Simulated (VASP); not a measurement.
A run of VASP 6.6.1:

INCAR

```
SYSTEM = CsRu
PREC = Accurate
ENCUT = 520
EDIFF = 1E-6
ISMEAR = 1
SIGMA = 0.01
LREAL = .FALSE.
LASPH = .TRUE.
NELM = 80
ALGO = Normal
ISIF = 2
LWAVE = .FALSE.
LCHARG = .FALSE.
GGA = PE
NBANDS = 18
```

Contents of KPOINTS:

```
Automatic mesh
0
G
  5 5 4
  0 0 0
```

POSCAR

```
CsRu
1.0
    4.1756000900      0.0000000000      0.0000000000
   -2.0878000500      3.6161757600      0.0000000000
    0.0000000000      0.0000000000      4.5241393300
Cs Ru
1 1
Direct
   -0.0112100000     -0.0023170000      0.0400830000
    0.3354210000      0.6848380000      0.4922730000
```

Potentials or basis: VASP PAW PBE potentials, release 64 (Cs_sv, Ru_pv).

The run is started by

```sh
$ cat potpaw_PBE.64/Cs_sv/POTCAR potpaw_PBE.64/Ru_pv/POTCAR > POTCAR
$ mpirun -np 1 vasp_std > vasp.out
```

Hardware: 1 thread of Intel(R) Xeon(R) Platinum 8259CL CPU @ 2.50GHz (Skylake/Cascade Lake), on a shared host.

Problem. How long does it take, and how much memory?

Solution. Wall time 37 s on 1 thread of Intel(R) Xeon(R) Platinum 8259CL CPU @ 2.50GHz (Skylake/Cascade Lake), with other jobs on the host, peak memory 0.22 GiB. Counts: scf iterations 15, k points 51.
